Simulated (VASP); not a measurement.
Set up this calculation in VASP 6.6.1, as the native input.

| Quantity | Value |
| --- | --- |
| Task | single point |
| Functional | PBE |
| Potentials or basis | VASP PAW PBE potentials, release 64 (B, C) |
| Cutoff | 520 eV |
| k mesh | 6 × 6 × 4 |
| Occupations | gaussian, width 0.1 eV |
| Spin | no spin polarisation |
| Dipole correction | no |
| Further INCAR settings | ALGO = Normal; EDIFF = 1e-07; NBANDS = 16 |

The structure of B3C2 lies in POSCAR:

```
B3C2
1.0
    3.9462724500      0.0000000000      0.0000000000
   -1.9731362300      3.4175721900      0.0000000000
    0.0000000000      0.0000000000      4.3169870600
B C
3 2
Direct
    0.5000000000      0.0000000000      0.0000000000
    0.0000000000      0.5000000000      0.0000000000
    0.5000000000      0.5000000000      0.0000000000
    0.3333333300      0.6666666700      0.0000000000
    0.6666666700      0.3333333300      0.0000000000
```

The cell was built from a structure type or drawn by symmetry, and may not be a known phase.

The input as run:

INCAR

```
SYSTEM = B3C2
ALGO = Normal
EDIFF = 1E-7
ENCUT = 520
GGA = PE
ISIF = 2
ISMEAR = 0
LASPH = .TRUE.
LCHARG = .FALSE.
LREAL = .FALSE.
LWAVE = .FALSE.
NBANDS = 16
NELM = 80
PREC = Accurate
SIGMA = 0.1
```

KPOINTS

```
k-points
0
G
  6 6 4
  0 0 0
```

Potentials or basis: VASP PAW PBE potentials, release 64 (B, C).

Command:

```console
$ cat potpaw_PBE.64/B/POTCAR potpaw_PBE.64/C/POTCAR > POTCAR
$ mpirun -np 1 vasp_std > vasp.out
```

Results of the run:

* Pressure: 161.6 GPa
* Band gap on the k mesh: zero (an odd number of electrons rules out a gap without spin polarisation)

Caveat: the k points lie up to 0.36 Å⁻¹ apart, too coarse for converged energies and pressures of a metal; this functional lacks dispersion, which binds the layers, so the pressure and a relaxed spacing across them are unreliable.

Run time: 15 s on 1 thread of AMD EPYC 7R13 Processor (Zen 3), with other jobs on the host, peak memory 0.14 GiB.
